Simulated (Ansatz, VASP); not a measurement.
## CdS: VASP beside Ansatz

The input INCAR:

```
SYSTEM = CdS
  PREC = Accurate
  ENCUT = 520
  EDIFF = 1E-8
  ISMEAR = -1
  SIGMA = 0.02
  LREAL = .FALSE.
  LASPH = .TRUE.
  NELM = 60
  ALGO = Normal
  ISIF = 2
  LWAVE = .FALSE.
  LCHARG = .FALSE.
  GGA = CA
  LEFG = .TRUE.
  NBANDS = 26
```

Contents of KPOINTS:

```
regular mesh
0
G
  8 8 4
  0 0 0
```

Contents of POSCAR:

```
CdS
1.0
    4.1347992034      0.0206739960      0.0206739960
   -2.0494953960      3.5705041517      0.0075672077
    0.0337450000      0.0337450000      6.7490000000
Cd S
2 2
Direct
    0.3333333333      0.6666666667      0.0000000000
    0.6666666667      0.3333333333      0.5000000000
    0.3333333333      0.6666666667      0.3850000000
    0.6666666667      0.3333333333      0.8850000000
```

Input for Ansatz:

```yaml
crystal:
  lattice:
    - [4.1347992034, 0.020673996, 0.020673996]
    - [-2.049495396, 3.5705041517, 0.0075672077]
    - [0.033745, 0.033745, 6.749]
  atoms:
    - { symbol: Cd, position: [0.3333333333, 0.6666666667, 0.0] }
    - { symbol: Cd, position: [0.6666666667, 0.3333333333, 0.5] }
    - { symbol: S, position: [0.3333333333, 0.6666666667, 0.385] }
    - { symbol: S, position: [0.6666666667, 0.3333333333, 0.885] }
kpoints:
  mp_grid: { grid: [8, 8, 4] }
scf:
  occupations: { method: fermi_dirac, width: 0.02 }
hamiltonian:
  xc: lda
  pseudopotentials: { kind: all_electron, datasets: crystal }
output:
  forces: true
  stress: true
  eigenvalues: true
  efg: { contact_densities: true }
```

Change from the starting cell: equal xy, yz and zx shear strains of +1 %, crystal datasets.

Alike in both runs: task electric field gradients; functional LDA; k mesh 8 × 8 × 4; occupations fermi-dirac, width 0.02 eV; no spin polarisation.

|  | VASP | Ansatz |
| --- | --- | --- |
| version | VASP 6.6.1 | Ansatz 0.2.0 |
| potentials or method | VASP PAW LDA potentials, release 64 (Cd, S), cutoff 520 eV | all-electron PAW with datasets made for the crystal, scalar-relativistic |

|  | VASP | Ansatz | Ansatz less VASP |
| --- | --- | --- | --- |
| gap on the k mesh at the Fermi level (eV) | 0.96 | 0.93 | -0.029 |
| pressure (GPa) | -2.3 | -2.7 | -0.44 |
| traceless stress, the component that is largest in VASP (GPa) | -1.28 | -1.20 | +0.075 |
| rms of the force components (eV/Å) | 0.150 | 0.144 | -0.0065 |
| size of Vzz on the site where it differs most (V/Å²) | 36.1 | 31.6 | -4.48 |

LDA's correlation is that of Perdew and Zunger in VASP and of Perdew and Wang (1992) in Ansatz. Atom by atom the forces differ by 0.006 eV/Å (rms over components). Ansatz ran all-electron here, and VASP with PAW potentials.
